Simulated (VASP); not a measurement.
# KCoF3 (Pm-3m) in VASP: further runs

KCoF3 is run at these levels: LDA+U; tasks: single point.

Program: VASP 6.6.1. These are calculated values, not measurements. Logs are shortened: lines on timing, memory, paths and dates and some standing lists are left out, and cuts for length are marked.

### Step 1. The cell of the first run

The structure is cubic, space group Pm-3m (No. 221). Conventional cell: a = 4.071 Å, b = 4.071 Å, c = 4.071 Å, α = 90.00°, β = 90.00°, γ = 90.00°. K (site symmetry m-3m) has 12 F at 2.88 Å and 8 Co at 3.53 Å within 3.8 Å. F (site symmetry 4/mmm) has 2 Co at 2.04 Å within 2.7 Å. Co (site symmetry m-3m) has 6 F at 2.04 Å within 2.7 Å.

### Step 2. Single point, LDA+U, collinear spin, ferromagnetic start

INCAR

```
SYSTEM = KCoF3
ALGO = Normal
EDIFF = 1E-6
ENCUT = 700
GGA_COMPAT = .FALSE.
ISIF = 2
ISMEAR = -1
ISPIN = 2
LASPH = .TRUE.
LCHARG = .TRUE.
LDAU = .TRUE.
LDAUJ = 0 0 0
LDAUL = -1 -1 2
LDAUPRINT = 1
LDAUTYPE = 2
LDAUU = 0 0 3.32
LELF = .TRUE.
LMAXMIX = 4
LORBIT = 11
LREAL = .FALSE.
LVHAR = .TRUE.
LWAVE = .FALSE.
MAGMOM = 0 0 0 0 3
NBANDS = 36
NELM = 200
PREC = Accurate
SIGMA = 0.003
```

KPOINTS

```
k-points
0
G
  5 5 5
  0 0 0
```

POSCAR

```
KCoF3
1.0
    4.0710000000      0.0000000000      0.0000000000
    0.0000000000      4.0710000000      0.0000000000
    0.0000000000      0.0000000000      4.0710000000
K F Co
1 3 1
Direct
    0.0000000000      0.0000000000      0.0000000000
    0.0000000000      0.5000000000      0.5000000000
    0.5000000000      0.0000000000      0.5000000000
    0.5000000000      0.5000000000      0.0000000000
    0.5000000000      0.5000000000      0.5000000000
```

Potentials or basis: VASP PAW LDA potentials, release 64 (K_sv, F, Co_sv).

Command:

```bash
> cat potpaw_LDA.64/K_sv/POTCAR potpaw_LDA.64/F/POTCAR potpaw_LDA.64/Co_sv/POTCAR > POTCAR
> mpirun -np 1 vasp_std > vasp.out
```

OUTCAR:

```text
SYSTEM = KCoF3
   EDIFF = 1E-6
   ENCUT = 700
   ISIF = 2
   ISMEAR = -1
   ISPIN = 2
   LASPH = .TRUE.
   LORBIT = 11
   LREAL = .FALSE.
   NELM = 200
   PREC = Accurate

 ion  position               nearest neighbor table
   1  0.000  0.000  0.000-
   2  0.000  0.500  0.500-   5 2.04   5 2.04
   3  0.500  0.000  0.500-   5 2.04   5 2.04
   4  0.500  0.500  0.000-   5 2.04   5 2.04
   5  0.500  0.500  0.500-   2 2.04   3 2.04   4 2.04   4 2.04   3 2.04   2 2.04

  LATTYP: Found a simple cubic cell.
 ALAT       =     4.0710000000

  Lattice vectors:

 A1 = (   4.0710000000,   0.0000000000,   0.0000000000)
 A2 = (   0.0000000000,   4.0710000000,   0.0000000000)
 A3 = (   0.0000000000,   0.0000000000,   4.0710000000)

Analysis of symmetry for initial positions (statically):
=====================================================================
 Subroutine PRICEL returns:
 Original cell was already a primitive cell.

 Routine SETGRP: Setting up the symmetry group for a
 simple cubic supercell.

 Subroutine GETGRP returns: Found 48 space group operations
 (whereof 48 operations were pure point group operations)
 out of a pool of 48 trial point group operations.

The static configuration has the point symmetry O_h .

Analysis of symmetry for dynamics (positions and initial velocities):
=====================================================================
 Subroutine PRICEL returns:
 Original cell was already a primitive cell.

 Routine SETGRP: Setting up the symmetry group for a
 simple cubic supercell.

 Subroutine GETGRP returns: Found 48 space group operations
 (whereof 48 operations were pure point group operations)
 out of a pool of 48 trial point group operations.

The dynamic configuration has the point symmetry O_h .

Analysis of structural, dynamic, and magnetic symmetry:
=====================================================================
 Subroutine PRICEL returns:
 Original cell was already a primitive cell.

 Routine SETGRP: Setting up the symmetry group for a
 simple cubic supercell.

 Subroutine GETGRP returns: Found 48 space group operations
 (whereof 48 operations were pure point group operations)
 out of a pool of 48 trial point group operations.

The overall configuration has the point symmetry O_h .

 Subroutine INISYM returns: Found 48 space group operations
 (whereof 48 operations are pure point group operations),
 and found     1 'primitive' translations

----------------------------------------------------------------------------------------

                                     Primitive cell

  volume of cell :      67.4688

  direct lattice vectors                    reciprocal lattice vectors
     4.071000000  0.000000000  0.000000000     0.245639892  0.000000000  0.000000000
     0.000000000  4.071000000  0.000000000     0.000000000  0.245639892  0.000000000
     0.000000000  0.000000000  4.071000000     0.000000000  0.000000000  0.245639892

  length of vectors
     4.071000000  4.071000000  4.071000000     0.245639892  0.245639892  0.245639892

  position of ions in fractional coordinates (direct lattice)
     0.000000000  0.000000000  0.000000000
     0.000000000  0.500000000  0.500000000
     0.500000000  0.000000000  0.500000000
     0.500000000  0.500000000  0.000000000
     0.500000000  0.500000000  0.500000000

  ion indices of the primitive-cell ions
   primitive index   ion index
                 1           1
                 2           2
                 3           3
                 4           4
                 5           5

----------------------------------------------------------------------------------------

 KPOINTS: k-points

Automatic generation of k-mesh.
[... 71 lines left out ...]
     AMIX_MAG =   1.60;   BMIX_MAG =  1.00
  volume/ion in A,a.u.               =      13.49        91.06
  Fermi-wavevector in a.u.,A,eV,Ry     =   1.451241  2.742449 28.655255  2.106102
  Thomas-Fermi vector in A             =   2.568761
   LORBIT       =     11    0 simple, 1 ext, 2 COOP (PROOUT), +10 PAW based schemes
 LDA+U is selected, type is set to LDAUTYPE =  2
   angular momentum for each species LDAUL =    -1   -1    2
   U (eV)           for each species LDAUU =   0.0  0.0  3.3
   J (eV)           for each species LDAUJ =   0.0  0.0  0.0
   GGA     = CA    functional components
   LHFCALC =     F    Hartree Fock is set to
   AEXX    =    0.0000 exact exchange contribution
   IVDW    =     0    specifies the selected vdW correction
   LEPSILON=     F    determine dielectric tensor
   LRPA    =     F    only Hartree local field effects (RPA)
 spin polarized calculation
  energy-cutoff  :      700.00
  volume of cell :       67.47
 maximum number of plane-waves:      2897
 NGX is ok and might be reduce to    36
   NGX = 17   NGY = 17   NGZ = 17

atom =   5  type =  3  l = 2

 onsite density matrix

spin component  1

  0.9270 -0.0000 -0.0000  0.0000 -0.0000
 -0.0000  0.9270 -0.0000 -0.0000  0.0000
 -0.0000 -0.0000  0.9581 -0.0000  0.0000
  0.0000 -0.0000 -0.0000  0.9270  0.0000
 -0.0000  0.0000  0.0000  0.0000  0.9581

spin component  2

  0.6196  0.0000  0.0000 -0.0000  0.0000
  0.0000  0.6196  0.0000  0.0000  0.0000
  0.0000  0.0000  0.0752  0.0000 -0.0000
 -0.0000  0.0000  0.0000  0.6196 -0.0000
  0.0000  0.0000 -0.0000 -0.0000  0.0752

 occupancies and eigenvectors

  o =  0.0752  v =  0.0000  0.0000  0.0000  0.0000  0.0000  0.0000  0.0000 -0.9636  0.0000 -0.2672      0.0000  0.0000  0.0000  0.0000  0.0000  0.0000  0.0000  0.0000  0.0000  0.0000
  o =  0.0752  v =  0.0000  0.0000  0.0000  0.0000  0.0000  0.0000 -0.0000 -0.2672  0.0000  0.9636      0.0000  0.0000  0.0000  0.0000  0.0000  0.0000  0.0000  0.0000  0.0000  0.0000
  o =  0.6196  v =  0.0000  0.0000  0.0000  0.0000  0.0000  1.0000  0.0000  0.0000  0.0000  0.0000      0.0000  0.0000  0.0000  0.0000  0.0000  0.0000  0.0000  0.0000  0.0000  0.0000
  o =  0.6196  v =  0.0000  0.0000  0.0000  0.0000  0.0000  0.0000  0.9988  0.0000  0.0495  0.0000      0.0000  0.0000  0.0000  0.0000  0.0000  0.0000  0.0000  0.0000  0.0000  0.0000
  o =  0.6196  v =  0.0000  0.0000  0.0000  0.0000  0.0000  0.0000 -0.0495  0.0000  0.9988  0.0000      0.0000  0.0000  0.0000  0.0000  0.0000  0.0000  0.0000  0.0000  0.0000  0.0000
  o =  0.9270  v =  0.0000  0.0422 -0.0000  0.9991  0.0000  0.0000  0.0000  0.0000  0.0000  0.0000      0.0000  0.0000  0.0000  0.0000  0.0000  0.0000  0.0000  0.0000  0.0000  0.0000
  o =  0.9270  v =  0.0000 -0.9991  0.0000  0.0422 -0.0000  0.0000  0.0000  0.0000  0.0000  0.0000      0.0000  0.0000  0.0000  0.0000  0.0000  0.0000  0.0000  0.0000  0.0000  0.0000
  o =  0.9270  v =  1.0000  0.0000  0.0000  0.0000  0.0000  0.0000  0.0000  0.0000  0.0000  0.0000      0.0000  0.0000  0.0000  0.0000  0.0000  0.0000  0.0000  0.0000  0.0000  0.0000
  o =  0.9581  v =  0.0000 -0.0000 -0.0100 -0.0000  1.0000  0.0000  0.0000  0.0000  0.0000  0.0000      0.0000  0.0000  0.0000  0.0000  0.0000  0.0000  0.0000  0.0000  0.0000  0.0000
  o =  0.9581  v =  0.0000 -0.0000 -1.0000 -0.0000 -0.0100  0.0000  0.0000  0.0000  0.0000  0.0000      0.0000  0.0000  0.0000  0.0000  0.0000  0.0000  0.0000  0.0000  0.0000  0.0000

 number of electron      47.0000007 magnetization       3.0000087

 Free energy of the ion-electron system (eV)
  ---------------------------------------------------
  ext. energy  EPLUGINS =         0.00000000
  ---------------------------------------------------
  free energy    TOTEN  =       -24.99389012 eV

  energy without entropy =      -24.99279219  energy(sigma->0) =      -24.99334115

 E-fermi :   2.0958     XC(G=0): -10.6106

 val. band max:        2.0914516404   @ k =   0.4000   0.2000   0.0000
 cond. band min:       2.0970277168   @ k =   0.4000   0.4000   0.2000
 fundamental gap:      0.0055760764
 Fermi energy:         2.0957688205

 spin component 1

 k-point     1 :       0.0000    0.0000    0.0000
  band No.  band energies     occupation
      1     -93.3944      1.00000
      2     -57.2221      1.00000
      3     -57.2221      1.00000
      4     -57.2221      1.00000
      5     -26.5137      1.00000
      6     -21.1238      1.00000
[... 369 lines left out ...]
     34      13.6983      0.00000
     35      13.6983      0.00000
 Fermi energy:         2.0957688205

 spin component 2

 k-point     1 :       0.0000    0.0000    0.0000
  band No.  band energies     occupation
      1     -90.3770      1.00000
      2     -54.2964      1.00000
      3     -54.2964      1.00000
      4     -54.2964      1.00000
      5     -26.5139      1.00000
      6     -20.9707      1.00000
[... 369 lines left out ...]
     34      13.7748      0.00000
     35      13.7748      0.00000
 [bands above 35 left out]

------------------------ aborting loop because EDIFF is reached ----------------------------------------

  FORCE on cell =-STRESS in cart. coord.  units (eV):
  Direction    XX          YY          ZZ          XY          YZ          ZX
  --------------------------------------------------------------------------------------
  -------------------------------------------------------------------------------------
  Total       -3.1269393     -3.1269393     -3.1269393     -0.0000000      0.0000000     -0.0000000
  in kB      -74.2551759    -74.2551759    -74.2551759     -0.0000000      0.0000000     -0.0000000
  external PRESSURE =     -74.2551759 kB  Pullay stress =       0.0000000 kB

 VOLUME and BASIS-vectors are now :
 -----------------------------------------------------------------------------
  energy-cutoff  :      700.00
  volume of cell :       67.47
      direct lattice vectors                 reciprocal lattice vectors
     4.071000000  0.000000000  0.000000000     0.245639892  0.000000000  0.000000000
     0.000000000  4.071000000  0.000000000     0.000000000  0.245639892  0.000000000
     0.000000000  0.000000000  4.071000000     0.000000000  0.000000000  0.245639892

 POSITION                                       TOTAL-FORCE (eV/Angst)
 -----------------------------------------------------------------------------------
      0.00000      0.00000      0.00000         0.000000      0.000000      0.000000
      0.00000      2.03550      2.03550         0.000000      0.000000      0.000000
      2.03550      0.00000      2.03550         0.000000      0.000000      0.000000
      2.03550      2.03550      0.00000         0.000000      0.000000      0.000000
      2.03550      2.03550      2.03550         0.000000      0.000000      0.000000
 -----------------------------------------------------------------------------------
    total drift:                                0.000000      0.000000      0.000000

  FREE ENERGIE OF THE ION-ELECTRON SYSTEM (eV)
  ---------------------------------------------------
  free  energy   TOTEN  =       -24.9938901211 eV

  energy  without entropy=      -24.9927921856  energy(sigma->0) =      -24.99334115

 total charge

# of ion       s       p       d       tot
------------------------------------------
    1        1.951   5.563   0.023   7.538
    2        1.717   4.340   0.000   6.057
    3        1.717   4.340   0.000   6.057
    4        1.717   4.340   0.000   6.057
    5        2.125   6.054   6.681  14.860
--------------------------------------------------
tot          9.228  24.637   6.705  40.570

 magnetization (x)

# of ion       s       p       d       tot
------------------------------------------
    1       -0.000  -0.000  -0.001  -0.001
    2        0.006   0.071   0.000   0.077
    3        0.006   0.071   0.000   0.077
    4        0.006   0.071   0.000   0.077
    5        0.010   0.008   2.683   2.702
--------------------------------------------------
tot          0.027   0.222   2.683   2.932
```

Wall time 45 s (1 thread of Intel Xeon Platinum 8375C at 2.90GHz (Ice Lake), shared host); peak memory 0.22 GiB.

What came out:

* Free energy: -24.9939 eV
* Pressure: -7.4 GPa
* Band gap on the k mesh: zero (filled and empty bands overlap)
* Net moment: 3.00 μB per cell
* Site moments: K -0.00; F +0.08; Co +2.70 μB
* Valence electrons inside the program's atomic spheres: K 7.54; F 6.06; Co 14.86

Eigenvalues of the final occupation matrices:
```csv
site,spin,trace,eigenvalues
site 5 d,1,4.70,0.93 0.93 0.93 0.96 0.96
site 5 d,2,2.01,0.08 0.08 0.62 0.62 0.62
```

Caveat: the cell stands under tension; a cell with one magnetic atom can't hold antiferromagnetic order, which such compounds often take.

### Step 3. Single point, LDA+U, collinear spin, ferromagnetic start

INCAR

```
SYSTEM = KCoF3
PREC = Accurate ; ENCUT = 700
EDIFF = 1E-6 ; ISMEAR = -1
SIGMA = 0.02 ; LREAL = .False.
LASPH = .True. ; NELM = 200
ALGO = Normal ; ISIF = 2
LWAVE = .False. ; LCHARG = .True.
ISPIN = 2 ; MAGMOM = 0 0 0 0 3
LORBIT = 11 ; LMAXMIX = 4
LDAU = .True. ; LDAUTYPE = 2
LDAUL = -1 -1 2 ; LDAUU = 0 0 3.32
LDAUJ = 0 0 0 ; LDAUPRINT = 1
LELF = .True. ; LVHAR = .True.
NBANDS = 36 ; GGA_COMPAT = .False.
```

KPOINTS

```
Automatic mesh
0
Gamma
  5 5 5
  0 0 0
```

POSCAR is that of step 2.

Potentials or basis: VASP PAW LDA potentials, release 64 (K_sv, F, Co_sv).

Command:

```bash
> cat potpaw_LDA.64/K_sv/POTCAR potpaw_LDA.64/F/POTCAR potpaw_LDA.64/Co_sv/POTCAR > POTCAR
> mpirun -np 1 vasp_std > vasp.out
```

Run time: 45 s. Hardware: 1 thread of Intel Xeon Platinum 8488C (Sapphire Rapids), shared host; peak memory 0.21 GiB.

The run converged. Its results:

```yaml
Free_energy: -25.0042 eV
Pressure: -7.4 GPa
Band_gap_on_the_k_mesh: zero (filled and empty bands overlap)
Net_moment: 3.00 μB per cell
Site_moments: K -0.00; F +0.08; Co +2.70 μB
Valence_electrons_inside_the_program's_atomic_spheres: K 7.54; F 6.06; Co 14.86
```

Levels at points of the mesh, in eV from the Fermi level:
Spin up:
```tsv
k point	band 21	band 22	band 23	band 24	band 25	band 26	band 27	band 28	band 29	band 30
(0.00, 0.00, 0.00)	-3.81	-3.81	-3.65	-3.65	-3.65	2.63	6.41	6.41	8.49	8.93
```
Spin down:
```csv
k point,band 21,band 22,band 23,band 24,band 25,band 26
"(0.00, 0.00, 0.00)",-0.60,-0.60,-0.60,2.00,2.00,2.86
```

Eigenvalues of the final occupation matrices:
```
    site  spin  trace               eigenvalues
site 5 d     1   4.70  0.93 0.93 0.93 0.96 0.96
site 5 d     2   2.01  0.08 0.08 0.62 0.62 0.62
```

Caveat: the cell stands under tension; a cell with one magnetic atom can't hold antiferromagnetic order, which such compounds often take. The state reached can hang on the start; a lower one may exist.

### Step 4. Single point, LDA+U, collinear spin, ferromagnetic start

INCAR

```
PREC = Accurate
ENCUT = 700
EDIFF = 1E-6
ISMEAR = -5
SIGMA = 0.1
LREAL = F
LASPH = T
NELM = 200
ALGO = Normal
ISIF = 2
LWAVE = F
LCHARG = F
ISPIN = 2
MAGMOM = 0 0 0 0 3
LORBIT = 11
LMAXMIX = 4
LDAU = T
LDAUTYPE = 2
LDAUL = -1 -1 2
LDAUU = 0 0 3.32
LDAUJ = 0 0 0
LDAUPRINT = 1
GGA = CA
NBANDS = 36
GGA_COMPAT = F
```

KPOINTS

```
regular mesh
0
Gamma
  5 5 5
```

POSCAR is that of step 3.

Command:

```bash
> cat potpaw_LDA.64/K_sv/POTCAR potpaw_LDA.64/F/POTCAR potpaw_LDA.64/Co_sv/POTCAR > POTCAR
> mpirun -np 1 vasp_std > vasp.out
```

Run time: 44 s. Hardware: 1 thread of Intel Xeon Platinum 8375C at 2.90GHz (Ice Lake), shared host; peak memory 0.22 GiB.

Results (log left out):

| Quantity | Value |
| --- | --- |
| Free energy | -25.0049 eV |
| Pressure | -7.5 GPa |
| Band gap on the k mesh | zero (filled and empty bands overlap) |
| Net moment | 3.00 μB per cell |
| Site moments | K -0.00; F +0.08; Co +2.70 μB |
| Valence electrons inside the program's atomic spheres | K 7.54; F 6.06; Co 14.86 |

Levels at points of the mesh, in eV from the Fermi level:
Spin up:
| k point | band 23 | band 24 | band 25 | band 26 | band 27 | band 28 |
| --- | --- | --- | --- | --- | --- | --- |
| (0.00, 0.00, 0.00) | -3.63 | -3.63 | -3.63 | 2.65 | 6.43 | 6.43 |
Spin down:
```csv
k point,band 20,band 21,band 22,band 23,band 24,band 25
"(0.00, 0.00, 0.00)",-3.79,-0.58,-0.58,-0.58,2.02,2.02
```

Eigenvalues of the final occupation matrices:
| site | spin | trace | eigenvalues |
| --- | --- | --- | --- |
| site 5 d | 1 | 4.70 | 0.93 0.93 0.93 0.96 0.96 |
| site 5 d | 2 | 2.01 | 0.08 0.08 0.62 0.62 0.62 |

Caveat: the cell stands under tension; a cell with one magnetic atom can't hold antiferromagnetic order, which such compounds often take; tetrahedron occupations give inexact forces and stress in metals. The state reached can hang on the start; a lower one may exist.

### Step 5. Summary

```tsv
smearing	gap on the mesh (eV)	pressure (GPa)	moment (μB)
fermi-dirac 0.003 eV	none	-7.4	3.00
fermi-dirac 0.02 eV	none	-7.4	3.00
tetrahedron	none	-7.5	3.00
```

Alike in all rows: task single point; level LDA+U; potentials or basis VASP PAW LDA potentials, release 64 (K_sv, F, Co_sv); spin collinear, ferromagnetic start; Co d U = 3.32 eV; cell as given; k mesh 5 × 5 × 5; cutoff (eV) 700.

Caveats: the cell stands under tension; a cell with one magnetic atom can't hold antiferromagnetic order, which such compounds often take; tetrahedron occupations give inexact forces and stress in metals (at least some runs).

Absolute energies hang on the potentials; compare differences alone.
